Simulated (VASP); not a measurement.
A run of VASP 6.6.1:

File INCAR:

```
PREC = Accurate
ENCUT = 520
EDIFF = 1E-6
ISMEAR = 0
SIGMA = 0.02
LREAL = False
LASPH = True
NELM = 60
ALGO = Normal
ISIF = 2
LWAVE = False
LCHARG = False
GGA = PS
NBANDS = 28
```

Contents of KPOINTS:

```
regular mesh
0
Gamma
  8 8 8
```

File POSCAR:

```
BaTiO3
1.0
    3.9698624747      0.0000000000      0.0000000000
    0.0000000000      3.9698624747      0.0000000000
    0.0000000000      0.0000000000      3.9698883027
Ba Ti O
1 1 3
Direct
    0.0000000000      0.0000000000      0.0000000000
    0.5000000000      0.5000000000      0.5000000000
    0.5000000000      0.5000000000      0.0000000000
    0.5000000000      0.0000000000      0.5000000000
    0.0000000000      0.5000000000      0.5000000000
```

Potentials or basis: VASP PAW PBE potentials, release 64 (Ba_sv, Ti_sv, O).

Command:

```sh
$ cat potpaw_PBE.64/Ba_sv/POTCAR potpaw_PBE.64/Ti_sv/POTCAR potpaw_PBE.64/O/POTCAR > POTCAR
$ mpirun -np 1 vasp_std > vasp.out
```

Hardware: 1 thread of AMD EPYC 7R13 (shared host).

Task: Estimate the wall time of this run.

Result: It took 2.2 min on 1 thread of AMD EPYC 7R13 (shared host), peak memory 0.18 GiB. Counts: scf iterations 17, k points 35.
